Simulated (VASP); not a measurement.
Input of a VASP 6.6.1 run:

The input INCAR:

```
  PREC = Accurate
  ENCUT = 520
  EDIFF = 1E-7
  ISMEAR = 0
  SIGMA = 0.01
  LREAL = F
  LASPH = T
  NELM = 150
  ALGO = Normal
  ISIF = 2
  LWAVE = F
  LCHARG = T
  LMAXMIX = 4
  LDAU = T
  LDAUTYPE = 2
  LDAUL = -1 2 -1
  LDAUU = 0 4 0
  LDAUJ = 0 0 0
  LDAUPRINT = 1
  GGA = PE
  LELF = T
  LVHAR = T
  NBANDS = 28
```

The input KPOINTS:

```
regular mesh
0
Gamma
  6 6 6
```

POSCAR

```
BaTiO3
1.0
    3.9998000000      0.0000000000      0.0000000000
    0.0000000000      3.9998000000      0.0000000000
    0.0000000000      0.0000000000      4.0180000000
Ba Ti O
1 1 3
Direct
    0.0000000000      0.0000000000      0.0000000000
    0.5000000000      0.5000000000      0.4900000000
    0.5000000000      0.5000000000      0.0190000000
    0.5000000000      0.0000000000      0.5170000000
    0.0000000000      0.5000000000      0.5170000000
```

Potentials or basis: VASP PAW PBE potentials, release 64 (Ba_sv, Ti_sv, O).

The run is started by

```bash
$ cat potpaw_PBE.64/Ba_sv/POTCAR potpaw_PBE.64/Ti_sv/POTCAR potpaw_PBE.64/O/POTCAR > POTCAR
$ mpirun -np 1 vasp_std > vasp.out
```

(1) What does it give for the largest force?

(2) What does it give for the pressure?

Results:

(1) 0.471 eV/Å.

(2) 7.5 GPa.

Caveat: the cell stands under pressure.
